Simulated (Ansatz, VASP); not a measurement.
# Two plane-wave programs on ScB2Sb3

File INCAR:

```
PREC     = Accurate       # precision mode
ENCUT    = 600            # plane-wave cutoff, eV
EDIFF    = 1E-6           # SCF threshold, eV
ISMEAR   = 0              # smearing method
SIGMA    = 0.1            # smearing width, eV
LREAL    = F              # projectors in reciprocal space
LASPH    = T              # aspherical terms in the spheres
NELM     = 100            # most SCF steps
ALGO     = Normal         # electronic algorithm
ISIF     = 3              # what is computed and relaxed
LWAVE    = F              # write WAVECAR
LCHARG   = F              # write CHGCAR
GGA      = PE             # functional
IBRION   = 2              # ionic algorithm
NSW      = 90             # ionic steps
EDIFFG   = -0.04          # ionic threshold
```

File KPOINTS:

```
Automatic mesh
0
Gamma
  4 4 4
```

POSCAR

```
ScB2Sb3
1.0
   -2.5497362300      3.5578965700      4.1766581500
    2.5497362300     -3.5578965700      4.1766581500
    2.5497362300      3.5578965700     -4.1766581500
Sc B Sb
1 2 3
Direct
    0.0000000000      0.5000000000      0.5000000000
    0.3356680400      0.3356680400      0.0000000000
    0.6643319600      0.6643319600      0.0000000000
    0.8414172300      0.8414172300      0.0000000000
    0.1585827700      0.1585827700      0.0000000000
    0.5000000000      0.5000000000      0.0000000000
```

Input for Ansatz:

```yaml
crystal:
  lattice:
    - [-2.54973623, 3.55789657, 4.17665815]
    - [2.54973623, -3.55789657, 4.17665815]
    - [2.54973623, 3.55789657, -4.17665815]
  atoms:
    - { symbol: Sc, position: [0.0, 0.5, 0.5] }
    - { symbol: B, position: [0.33566804, 0.33566804, 0.0] }
    - { symbol: B, position: [0.66433196, 0.66433196, 0.0] }
    - { symbol: Sb, position: [0.84141723, 0.84141723, 0.0] }
    - { symbol: Sb, position: [0.15858277, 0.15858277, 0.0] }
    - { symbol: Sb, position: [0.5, 0.5, 0.0] }
basis:
  ecutwfc: 420
kpoints:
  mp_grid: { grid: [4, 4, 4] }
hamiltonian:
  xc: pbe
scf:
  occupations: { method: gaussian, width: 0.1 }
  lower_state_search: "off"
output:
  forces: true
  stress: true
  eigenvalues: true
relax:
  adjacent_minimum: "off"
  f_tol: 0.04
  max_steps: 70
  cell: { stress_tol: 0.4 }
```

Alike in both runs: task relaxation of cell and atoms; functional PBE; k mesh 4 × 4 × 4; occupations gaussian, width 0.1 eV; no spin polarisation.

```csv
,VASP,Ansatz
version,VASP 6.6.1,Ansatz 0.2.0
potentials or method,"VASP PAW PBE potentials, release 64 (Sc_sv, B, Sb), cutoff 600 eV","scalar-relativistic, plane waves, PAW"
valence electrons in the cell,32,62
```

VASP gave:

* gap on the k mesh at the Fermi level, each at its own relaxed structure (eV): none
* relaxed volume (Å³/atom): 26.89
* relaxed length of the cell vector where the two differ most in proportion (Å): 7.106

Problem. Estimate Ansatz's values.

Solution. gap on the k mesh at the Fermi level, each at its own relaxed structure (eV): none; relaxed volume (Å³/atom): 28.34; relaxed length of the cell vector where the two differ most in proportion (Å): 7.026.

A gap of «none» marks a metal or a gap that the smearing closes. One of these differences is far larger than is usual between the two programs; its cause wasn't traced. VASP's potentials hold 32 valence electrons a cell and Ansatz's 62, so a difference there can come from the potentials and not from the codes.

The k mesh is coarse, so the values compare programs but aren't converged. Neither program's run includes spin-orbit coupling.
